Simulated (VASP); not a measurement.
C: single point with LDA

The system is C, a slab with vacuum.

```
C
1.0
     2.49732    0.00000    0.00000
     0.00000    2.49732    0.00000
     0.00000    0.00000   20.41470
C
6
Cartesian
  1.8730 0.0000 8.0792
  0.6243 0.0000 8.8504
  0.6243 1.2487 9.7800
  1.8730 1.2487 10.6347
  1.8730 0.0000 11.5643
  0.6243 0.0000 12.3355
```

```json
{
 "Program": "VASP 6.6.1",
 "Task": "single point",
 "Functional": "LDA",
 "Potentials or basis": "VASP PAW LDA potentials, release 64 (C)",
 "Cutoff": "520 eV",
 "k mesh": "10 × 10 × 1",
 "Occupations": "fermi-dirac, width 0.02 eV",
 "Spin": "no spin polarisation"
}
```

```json
{
 "Largest force": "0.075 eV/Å",
 "Band gap on the k mesh": "zero (bands 12 and 13 overlap by 0.62 eV)"
}
```

Forces on the atoms (eV/Å):
```
C    0.000  0.000 -0.075
C    0.000  0.000  0.006
C    0.000  0.000 -0.011
C    0.000  0.000  0.011
C    0.000  0.000 -0.006
C    0.000  0.000  0.075
```

Levels at points of the mesh, in eV from the Fermi level:
```tsv
k point	band 8	band 9	band 10	band 11	band 12	band 13	band 14	band 15	band 16	band 17
(0.00, 0.00, 0.00)	-4.59	-3.16	-2.04	-0.83	0.34	2.36	4.57	4.74	4.94	6.06
(0.50, 0.00, 0.00)	-5.57	-2.85	-2.85	-1.28	-1.28	3.93	3.93	8.41	8.41	8.73
(0.00, 0.50, 0.00)	-3.74	-3.64	-3.60	-1.55	-0.05	0.23	1.00	7.96	9.10	9.31
(0.50, 0.50, 0.00)	-7.89	-7.14	-7.14	-2.00	-2.00	-0.12	-0.12	7.32	7.32	7.47
```

Run time: 3.3 min on 1 thread of Intel Xeon 8259CL, with other jobs on the host, peak memory 0.22 GiB.
